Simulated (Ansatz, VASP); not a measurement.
## Ge2Sb2Te5 in VASP and in Ansatz

```xyz
9
Lattice="4.1603 0.0000 0.0000 -2.0802 3.6029 0.0000 0.0000 0.0000 17.4160" Properties=species:S:1:pos:R:3 pbc="T T T"
Ge    0.0000    0.0000    5.8821
Ge    0.0000    0.0000   11.5339
Sb    0.0000    2.4020    2.0316
Sb    2.0802    1.2010   15.3844
Te    0.0000    0.0000    0.0000
Te    0.0000    2.4020   13.6088
Te    2.0802    1.2010    3.8072
Te    0.0000    2.4020    7.3186
Te    2.0802    1.2010   10.0974
```

Alike in both runs: task single point; functional PBEsol; k mesh 9 × 9 × 2; occupations gaussian, width 0.03 eV; no spin polarisation.

```csv
,VASP,Ansatz
version,VASP 6.6.1,Ansatz 0.2.0
potentials or method,"VASP PAW PBE potentials, release 64 (Ge_d, Sb, Te), cutoff 520 eV","scalar-relativistic, plane waves, PAW"
valence electrons in the cell,68,138
```

```tsv
	VASP	Ansatz	Ansatz less VASP
gap on the k mesh at the Fermi level (eV)	none	none	-
pressure (GPa)	0.4	0.2	-0.19
traceless stress, the component that is largest in VASP (GPa)	-0.67	-0.68	-0.007
rms of the force components (eV/Å)	0.013	0.019	+0.0052
```

VASP's potentials were made for PBE, not for PBEsol, and Ansatz warns of the same on its side. Atom by atom the forces differ by 0.012 eV/Å (rms over components). A gap of «none» marks a metal or a gap that the smearing closes. The functional is the same, so the differences come from potentials, cutoffs and numerics. VASP's potentials hold 68 valence electrons a cell and Ansatz's 138, so a difference there can come from the potentials and not from the codes.

Spin-orbit coupling is off throughout.
